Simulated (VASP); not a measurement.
A run of VASP 6.6.1 is set up as follows.

INCAR

```
SYSTEM = MgS
ALGO = Normal
EDIFF = 1E-6
EDIFFG = -0.01
ENCUT = 520
GGA = PS
IBRION = 2
ISIF = 2
ISMEAR = -1
LASPH = .True.
LCHARG = .False.
LREAL = .False.
LWAVE = .False.
NELM = 60
NSW = 60
PREC = Accurate
SIGMA = 0.05
```

KPOINTS

```
k-points
0
Gamma
  7 7 4
  0 0 0
```

The input POSCAR:

```
MgS
1.0
    3.9942761827      0.0000000000      0.0000000000
   -1.9971380914      3.4591446440      0.0000000000
    0.0000000000      0.0000000000      6.4322941800
S Mg
2 2
Direct
    0.6666666667      0.3333333333      0.8792441500
    0.3333333333      0.6666666667      0.3792441500
    0.3333333333      0.6666666667      0.9957548500
    0.6666666667      0.3333333333      0.4957548500
```

Potentials or basis: VASP PAW PBE potentials, release 64 (S, Mg).

Run with:

```console
$ cat potpaw_PBE.64/S/POTCAR potpaw_PBE.64/Mg/POTCAR > POTCAR
$ mpirun -np 1 vasp_std > vasp.out
```

**Question.** What does it give for the energy gained by relaxing?

**Answer.** 0.7 meV/atom.

**Question.** Predict the band gap on the k mesh.

**Answer.** 3.42 eV.

Forces on the atoms (eV/Å):
```
S    0.000  0.000 -0.003
S    0.000  0.000 -0.003
Mg   0.000  0.000  0.003
Mg   0.000  0.000  0.003
```

Caveat: the PAW data sets were made with another functional, which shifts forces and pressure a little.
